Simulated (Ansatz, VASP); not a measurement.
# One calculation of NaH, two programs

```
Na H
1.0
     0.00000    2.44816    2.44816
     2.44816    0.00000    2.44816
     2.44816    2.44816    0.00000
Na H
1 1
Cartesian
  0.0000 0.0000 0.0000
  2.4482 2.4482 2.4482
```

Alike in both runs: task single point; functional PBE; k mesh 12 × 12 × 12; occupations gaussian, width 0.05 eV; no spin polarisation.

|  | VASP | Ansatz |
| --- | --- | --- |
| version | VASP 6.6.1 | Ansatz 0.2.0 |
| potentials or method | VASP PAW PBE potentials, release 64 (Na_pv, H), cutoff 520 eV | scalar-relativistic, plane waves, PAW |
| valence electrons in the cell | 8 | 10 |

Ansatz gave:

```
gap on the k mesh at the Fermi level (eV) : 3.70
least direct gap on the mesh (eV)         : 4.54
pressure (GPa)                            : -0.9
```

Question: Which values does VASP return?

Answer: gap on the k mesh at the Fermi level (eV): 3.70; least direct gap on the mesh (eV): 4.53; pressure (GPa): -0.9.

VASP's potentials hold 8 valence electrons a cell and Ansatz's 10, so a difference there can come from the potentials and not from the codes.
